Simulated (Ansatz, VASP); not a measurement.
**Ni: VASP beside Ansatz**

```
Ni
1.0
    -2.94677    2.94712    1.21709
     2.94712   -2.94677    1.21709
     1.53427    1.53427   -1.21644
Ni
2
Direct
  0.00002 0.99998 0.00000
  0.74998 0.25002 0.50000
```

Alike in both runs: task single point; functional PBE; k mesh 17 × 17 × 16; occupations fermi-dirac, width 0.1 eV; no spin polarisation.

```csv
,VASP,Ansatz
version,VASP 6.6.1,Ansatz 0.2.0
potentials or method,"VASP PAW PBE potentials, release 64 (Ni), cutoff 520 eV","plane waves (420 eV) with PAW, scalar-relativistic"
valence electrons in the cell,20,36
```

```tsv
	VASP	Ansatz	Ansatz less VASP
pressure (GPa)	0.0	0.0	+0.02
traceless stress, the component that is largest in VASP (GPa)	0.10	0.04	-0.067
```

VASP's potentials hold 20 valence electrons a cell and Ansatz's 36, so a difference there can come from the potentials and not from the codes.
